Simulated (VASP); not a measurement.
# Si (a cell with a defect) in VASP: further runs, part 3 of 3

VASP 6.6.1.

**5. Single point, PBEsol**

INCAR reads:

```
SYSTEM = Si
ALGO = Normal
EDIFF = 1E-7
ENCUT = 520
GGA = PS
ISIF = 2
ISMEAR = 0
LASPH = .True.
LCHARG = .False.
LREAL = Auto
LWAVE = .False.
NBANDS = 48
NELM = 60
PREC = Accurate
SIGMA = 0.02
```

KPOINTS reads:

```
k-points
0
Gamma
  2 2 2
  0 0 0
```

POSCAR reads:

```
Si
1.0
    0.0000000000      5.4300000000      5.4300000000
    5.4300000000      0.0000000000      5.4300000000
    5.4300000000      5.4300000000      0.0000000000
Si
17
Direct
   -0.0006587477      0.0003576427     -0.0002292818
    0.1238298343      0.1249692449      0.1242834254
    0.0021925414      0.0034269797      0.4967671271
    0.1237970534      0.1249141805      0.6261611418
    0.0021976059      0.4974511971      0.0027069982
    0.1238223757      0.6267476059      0.1242687845
    0.0022014733      0.4974023941      0.4967556169
    0.1304007366      0.6233651934      0.6226530387
    0.4963103131      0.0033994475      0.0026736648
    0.6257306630      0.1249150092      0.1242207182
    0.4962784530      0.0034064457      0.4967047882
    0.6221093923      0.1318206262      0.6225668508
    0.4963051565      0.4974005525      0.0026823204
    0.6221321363      0.6233104052      0.1310308471
    0.4990769797      0.5005134438      0.4997189687
    0.6221242173      0.6232964088      0.6225790976
    0.7490540516      0.7505279006      0.7497148250
```

Potentials or basis: VASP PAW PBE potentials, release 64 (Si).

The run is started by

```console
$ cat potpaw_PBE.64/Si/POTCAR > POTCAR
$ mpirun -np 1 vasp_std > vasp.out
```

OUTCAR:

```text
SYSTEM = Si
   EDIFF = 1E-7
   ENCUT = 520
   GGA = PS
   ISIF = 2
   ISMEAR = 0
   LASPH = .True.
   LREAL = Auto
   NELM = 60
   PREC = Accurate

 ion  position               nearest neighbor table
   1  0.999  0.000  1.000-   4 2.34   6 2.34  10 2.34   2 2.34
   2  0.124  0.125  0.124-   9 2.34   5 2.34   3 2.34   1 2.34
   3  0.002  0.003  0.497-   2 2.34   4 2.34   8 2.38  12 2.38  17 2.75
   4  0.124  0.125  0.626-  11 2.34   3 2.34   7 2.34   1 2.34
   5  0.002  0.497  0.003-   2 2.34   6 2.34   8 2.38  14 2.38  17 2.75
   6  0.124  0.627  0.124-   5 2.34  13 2.34   7 2.34   1 2.34
   7  0.002  0.497  0.497-   6 2.34   4 2.34   8 2.38  16 2.38  17 2.75
   8  0.130  0.623  0.623-  15 2.31   5 2.38   7 2.38   3 2.38  17 2.39
   9  0.496  0.003  0.003-   2 2.34  10 2.34  14 2.38  12 2.38  17 2.75
  10  0.626  0.125  0.124-   9 2.34  11 2.34  13 2.34   1 2.34
  11  0.496  0.003  0.497-   4 2.34  10 2.34  12 2.38  16 2.38  17 2.75
  12  0.622  0.132  0.623-  15 2.31   3 2.38   9 2.38  11 2.38  17 2.39
  13  0.496  0.497  0.003-   6 2.34  10 2.34  14 2.38  16 2.38  17 2.75
  14  0.622  0.623  0.131-  15 2.31   5 2.38  13 2.38   9 2.38  17 2.39
  15  0.499  0.501  0.500-   8 2.31  14 2.31  16 2.31  12 2.31
  16  0.622  0.623  0.623-  15 2.31   7 2.38  13 2.38  11 2.38  17 2.39
  17  0.749  0.751  0.750-  12 2.39  16 2.39  14 2.39   8 2.39  11 2.75   9 2.75  13 2.75   3 2.75
                             7 2.75   5 2.75

  LATTYP: Found a face centered cubic cell.
 ALAT       =    10.8600000000

  Lattice vectors:

 A1 = (   0.0000000000,   5.4300000000,   5.4300000000)
 A2 = (   5.4300000000,   0.0000000000,   5.4300000000)
 A3 = (   5.4300000000,   5.4300000000,   0.0000000000)

Analysis of symmetry for initial positions (statically):
=====================================================================
 Subroutine PRICEL returns:
 Original cell was already a primitive cell.

 Routine SETGRP: Setting up the symmetry group for a
 face centered cubic supercell.

 Subroutine GETGRP returns: Found  1 space group operations
 (whereof  1 operations were pure point group operations)
 out of a pool of 48 trial point group operations.

The static configuration has the point symmetry C_1 .

Analysis of symmetry for dynamics (positions and initial velocities):
=====================================================================
 Subroutine PRICEL returns:
 Original cell was already a primitive cell.

 Routine SETGRP: Setting up the symmetry group for a
 face centered cubic supercell.

 Subroutine GETGRP returns: Found  1 space group operations
 (whereof  1 operations were pure point group operations)
 out of a pool of 48 trial point group operations.

The dynamic configuration has the point symmetry C_1 .

 Subroutine INISYM returns: Found  1 space group operations
 (whereof  1 operations are pure point group operations),
 and found     1 'primitive' translations

----------------------------------------------------------------------------------------

                                     Primitive cell

  volume of cell :     320.2060

  direct lattice vectors                    reciprocal lattice vectors
     0.000000000  5.430000000  5.430000000    -0.092081031  0.092081031  0.092081031
[... 77 lines left out ...]
  0.500000  0.500000  0.500000      1.000000
  0.500000  0.500000  0.000000      1.000000
  0.000000  0.500000  0.500000      1.000000
  0.500000  0.000000  0.500000      1.000000
   k-points           NKPTS =      8   k-points in BZ     NKDIM =      8   number of bands    NBANDS=     48
   number of dos      NEDOS =    301   number of ions     NIONS =     17
   total plane-waves  NPLWV = 216000
   dimension x,y,z NGX =    60 NGY =   60 NGZ =   60
   dimension x,y,z NGXF=   120 NGYF=  120 NGZF=  120
   ions per type =              17
   NGX,Y,Z   is equivalent  to a cutoff of  12.99, 12.99, 12.99 a.u.
   NGXF,Y,Z  is equivalent  to a cutoff of  25.98, 25.98, 25.98 a.u.
 SYSTEM =  Si
   PREC   = accura    normal or accurate (medium, high low for compatibility)
   ISTART =      0    job   : 0-new  1-cont  2-samecut
   ICHARG =      2    charge: 1-file 2-atom 10-const
   ISPIN  =      1    spin polarized calculation?
   LNONCOLLINEAR =      F non collinear calculations
   LSORBIT =      F    spin-orbit coupling
   LASPH  =      T    aspherical Exc in radial PAW
   ENCUT  =  520.0 eV  38.22 Ry    6.18 a.u.  14.28 14.28 14.28*2*pi/ulx,y,z
   NELM   =     60;   NELMIN=  2; NELMDL= -5     # of ELM steps
   EDIFF  = 0.1E-06   stopping-criterion for ELM
   LREAL  =      T    real-space projection
   EDIFFG = 0.1E-05   stopping-criterion for IOM
   NSW    =      0    number of steps for IOM
   IBRION =     -1    ionic relax: 0-MD 1-quasi-New 2-CG
   NFREE  =      0    steps in history (QN), initial steepest desc. (CG)
   ISIF   =      2    stress and relaxation
   ISYM   =      2    0-nonsym 1-usesym 2-fastsym
   POTIM  = 0.5000    time-step for ionic-motion
   TEBEG  =    0.0;   TEEND  =   0.0 temperature during run
   PSTRESS=    0.0 pullay stress
   NELECT =      68.0000    total number of electrons
   NUPDOWN=      -1.0000    fix difference up-down
   EMIN   =  10.00;   EMAX   =-10.00  energy-range for DOS
   EFERMI =   0.00;   METHOD = LEGACY
   ISMEAR =     0;   SIGMA  =   0.02  broadening in eV -4-tet -1-fermi 0-gaus
   EFERMI_NEDOS =   21; number of points for ismear=-14 and -15
   IALGO  =     38    algorithm
   IMIX   =      4    mixing-type and parameters
     AMIX     =   0.40;   BMIX     =  1.00
     AMIX_MAG =   1.60;   BMIX_MAG =  1.00
  volume/ion in A,a.u.               =      18.84       127.11
  Fermi-wavevector in a.u.,A,eV,Ry     =   0.976715  1.845724 12.979587  0.953973
  Thomas-Fermi vector in A             =   2.107356
   LORBIT       =      0    0 simple, 1 ext, 2 COOP (PROOUT), +10 PAW based schemes
   GGA     = PS    functional components
   LHFCALC =     F    Hartree Fock is set to
   AEXX    =    0.0000 exact exchange contribution
   IVDW    =     0    specifies the selected vdW correction
   LEPSILON=     F    determine dielectric tensor
   LRPA    =     F    only Hartree local field effects (RPA)
 non-spin polarized calculation
 Gauss-broadening in eV      SIGMA  =   0.02
  energy-cutoff  :      520.00
  volume of cell :      320.21
 maximum number of plane-waves:      8646
 NGX is ok and might be reduce to    60
   NGX = 29   NGY = 29   NGZ = 29

 number of electron      68.0000001 magnetization

 Free energy of the ion-electron system (eV)
  ---------------------------------------------------
  ext. energy  EPLUGINS =         0.00000000
  ---------------------------------------------------
  free energy    TOTEN  =       -93.92167861 eV

  energy without entropy =      -93.91771861  energy(sigma->0) =      -93.91969861

 E-fermi :   6.8059     XC(G=0):  -9.8055

 val. band max:        6.5623612874   @ k =   0.0000   0.0000   0.0000
 cond. band min:       6.8121480514   @ k =   0.5000   0.0000   0.5000
 fundamental gap:      0.2497867640
 Fermi energy:         6.8058992076

 k-point     1 :       0.0000    0.0000    0.0000
  band No.  band energies     occupation
      1      -6.3884      2.00000
      2      -3.8278      2.00000
      3      -3.6834      2.00000
      4      -3.6833      2.00000
      5      -3.6830      2.00000
      6      -2.8697      2.00000
[... 381 lines left out ...]
     45      10.0368      0.00000
     46      10.0379      0.00000
 [bands above 46 left out]

------------------------ aborting loop because EDIFF is reached ----------------------------------------

  FORCE on cell =-STRESS in cart. coord.  units (eV):
  Direction    XX          YY          ZZ          XY          YZ          ZX
  --------------------------------------------------------------------------------------
  -------------------------------------------------------------------------------------
  Total        7.0091330      7.0175364      7.0094359     -0.0006535      0.0025240      0.0010819
  in kB       35.0707778     35.1128250     35.0722933     -0.0032697      0.0126288      0.0054134
  external PRESSURE =      35.0852987 kB  Pullay stress =       0.0000000 kB

 VOLUME and BASIS-vectors are now :
 -----------------------------------------------------------------------------
  energy-cutoff  :      520.00
  volume of cell :      320.21
      direct lattice vectors                 reciprocal lattice vectors
     0.000000000  5.430000000  5.430000000    -0.092081031  0.092081031  0.092081031
     5.430000000  0.000000000  5.430000000     0.092081031 -0.092081031  0.092081031
     5.430000000  5.430000000  0.000000000     0.092081031  0.092081031 -0.092081031

 POSITION                                       TOTAL-FORCE (eV/Angst)
 -----------------------------------------------------------------------------------
      5.43070     10.85518      5.42836        -0.000498      0.001197      0.000798
      1.35344      1.34726      1.35098         0.000416      0.000773      0.000171
      2.71605      2.70935      0.03051         0.000511     -0.001401     -0.003617
      4.07834      4.07227      1.35050        -0.002308     -0.000074      0.002803
      2.71586      0.02663      2.71309         0.000485     -0.004720     -0.000840
      4.07802      1.34713      4.07560        -0.000404      0.001929     -0.000686
[... 9 lines left out ...]
      6.76510      6.75874      6.76263        -0.004712     -0.003669     -0.004567
      8.14632      8.13831      8.14273        -0.000900      0.001400      0.000661
 -----------------------------------------------------------------------------------
    total drift:                                0.002344      0.007402     -0.002531

  FREE ENERGIE OF THE ION-ELECTRON SYSTEM (eV)
  ---------------------------------------------------
  free  energy   TOTEN  =       -93.9216786118 eV

  energy  without entropy=      -93.9177186107  energy(sigma->0) =      -93.91969861
```

Run time: 7.1 min. Hardware: 1 thread of Intel Xeon 8259CL, shared host; peak memory 0.48 GiB.

Results:

| Property | Result |
| --- | --- |
| Free energy | -93.9217 eV |
| Pressure | 3.5 GPa |
| Largest force | 0.008 eV/Å |
| Band gap on the k mesh | zero (bands 34 and 35 overlap by 0.25 eV) |

Forces on the atoms (eV/Å):
```
Si   0.000  0.001  0.001
Si   0.000  0.001  0.000
Si   0.001 -0.001 -0.004
Si  -0.002  0.000  0.003
Si   0.000 -0.005 -0.001
Si   0.000  0.002 -0.001
Si   0.003 -0.001 -0.001
Si  -0.003  0.004  0.004
Si  -0.003 -0.001  0.000
Si   0.004  0.000 -0.002
Si  -0.001  0.001 -0.001
Si   0.005 -0.004  0.005
Si   0.000 -0.001  0.003
Si   0.003  0.005 -0.004
Si  -0.001  0.001  0.001
Si  -0.005 -0.004 -0.005
Si  -0.001  0.001  0.001
```

Caveat: the k points lie up to 0.50 Å⁻¹ apart; the PAW data sets were made with another functional, which shifts forces and pressure a little.

**6. Single point, PBEsol**

INCAR reads:

```
PREC = Accurate
ENCUT = 520
EDIFF = 1E-6
ISMEAR = 0
SIGMA = 0.02
LREAL = Auto
LASPH = True
NELM = 100
ALGO = Normal
ISIF = 2
LWAVE = False
LCHARG = False
GGA = PS
NBANDS = 48
```

KPOINTS reads:

```
regular mesh
0
Gamma
  2 2 2
```

POSCAR reads:

```
Si
1.0
    0.0000000000      5.4300000000      5.4300000000
    5.4300000000      0.0000000000      5.4300000000
    5.4300000000      5.4300000000      0.0000000000
Si
17
Direct
    0.0024986188      0.0025437385      0.0025934622
    0.1251646409      0.1254143646      0.1257051565
    0.0019061694      0.0019232965      0.4944297422
    0.1280873849      0.1280676796      0.6223592081
    0.0020069061      0.4941277164      0.0020476059
    0.1281273481      0.6222678637      0.1280833333
   -0.0012348066      0.5004541436      0.5004854512
    0.1279670350      0.6219305709      0.6220556169
    0.4938686924      0.0021134438      0.0021372007
    0.6221826888      0.1281478821      0.1281233886
    0.5004579190     -0.0012855433      0.5005220074
    0.6218830571      0.1279508287      0.6221169429
    0.5004957643      0.5005285451     -0.0013451197
    0.6219501842      0.6220586556      0.1279350829
    0.5003087477      0.5003164825      0.5003266114
    0.6249785451      0.6249402394      0.6248945672
    0.8751828729      0.8754071823      0.8756631676
```

Potentials or basis: VASP PAW PBE potentials, release 64 (Si).

The run is started by

```console
$ cat potpaw_PBE.64/Si/POTCAR > POTCAR
$ mpirun -np 1 vasp_std > vasp.out
```

Run time: 6.1 min. Hardware: 1 thread of Intel Xeon 8259CL, shared host; peak memory 0.47 GiB.

Results (log left out):

```
Free energy            : -93.9216 eV
Pressure               : 3.5 GPa
Largest force          : 0.024 eV/Å
Band gap on the k mesh : zero (bands 34 and 35 overlap by 0.25 eV)
```

Forces on the atoms (eV/Å):
```
Si  -0.004 -0.006 -0.007
Si  -0.002 -0.002 -0.001
Si  -0.006 -0.007  0.015
Si  -0.002 -0.003 -0.011
Si  -0.004  0.013 -0.006
Si  -0.001 -0.012 -0.004
Si   0.006 -0.014 -0.013
Si   0.018  0.003  0.004
Si   0.012 -0.002 -0.002
Si  -0.012 -0.001 -0.003
Si  -0.014  0.006 -0.012
Si   0.004  0.016  0.005
Si  -0.012 -0.012  0.006
Si   0.005  0.005  0.015
Si   0.012  0.014  0.015
Si   0.000  0.000  0.000
Si   0.001  0.000 -0.001
```

Levels at points of the mesh, in eV from the Fermi level:
| k point | band 30 | band 31 | band 32 | band 33 | band 34 | band 35 | band 36 | band 37 | band 38 | band 39 |
| --- | --- | --- | --- | --- | --- | --- | --- | --- | --- | --- |
| (0.00, 0.00, 0.00) | -1.69 | -0.78 | -0.77 | -0.77 | -0.25 | -0.24 | -0.24 | 0.04 | 0.04 | 0.42 |
| (0.50, 0.00, 0.00) | -1.52 | -1.52 | -1.37 | -1.36 | -0.34 | 0.51 | 0.52 | 0.87 | 0.87 | 1.28 |
| (0.00, 0.50, 0.00) | -1.52 | -1.52 | -1.37 | -1.36 | -0.34 | 0.51 | 0.52 | 0.87 | 0.87 | 1.28 |
| (0.00, 0.00, 0.50) | -1.52 | -1.52 | -1.37 | -1.36 | -0.34 | 0.51 | 0.51 | 0.87 | 0.87 | 1.28 |
| (0.50, 0.50, 0.50) | -1.52 | -1.52 | -1.37 | -1.37 | -0.34 | 0.51 | 0.52 | 0.86 | 0.86 | 1.29 |
| (0.50, 0.50, 0.00) | -1.96 | -1.96 | -1.83 | -0.97 | 0.01 | 0.71 | 1.03 | 1.03 | 1.13 | 1.89 |
| (0.00, 0.50, 0.50) | -1.96 | -1.96 | -1.83 | -0.97 | 0.01 | 0.71 | 1.03 | 1.04 | 1.13 | 1.89 |
| (0.50, 0.00, 0.50) | -1.96 | -1.96 | -1.83 | -0.97 | 0.01 | 0.71 | 1.03 | 1.04 | 1.13 | 1.89 |

Caveat: the k points lie up to 0.50 Å⁻¹ apart; the PAW data sets were made with another functional, which shifts forces and pressure a little.

The gap in the log of VASP goes by the Fermi energy; the results here count the filled bands.